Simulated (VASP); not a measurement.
Input of a VASP 6.6.1 run:

Contents of INCAR:

```
  PREC = Accurate
  ENCUT = 520
  EDIFF = 1E-8
  ISMEAR = -1
  SIGMA = 0.02
  LREAL = False
  LASPH = True
  NELM = 60
  ALGO = Normal
  ISIF = 2
  LWAVE = False
  LCHARG = False
  GGA = PE
  LEFG = True
  NBANDS = 15
```

File KPOINTS:

```
regular mesh
0
Gamma
  8 8 8
```

Contents of POSCAR:

```
BaS
1.0
    0.0000000000      3.1285531347      3.1285531347
    3.1285531347      0.0000000000      3.1285531347
    3.1285531347      3.1285531347      0.0000000000
Ba S
1 1
Direct
    0.0000000000      0.0000000000      0.0000000000
    0.5000000000      0.5000000000      0.5000000000
```

Potentials or basis: VASP PAW PBE potentials, release 64 (Ba_sv, S).

Command:

```bash
$ cat potpaw_PBE.64/Ba_sv/POTCAR potpaw_PBE.64/S/POTCAR > POTCAR
$ mpirun -np 1 vasp_std > vasp.out
```

(1) Estimate the pressure.

(2) Predict the band gap on the k mesh.

Results:

(1) 4.8 GPa.

(2) 1.99 eV (least direct gap 2.09 eV).

Caveat: the cell stands under pressure; spin-orbit coupling is left out, which moves the levels of the heavy elements.
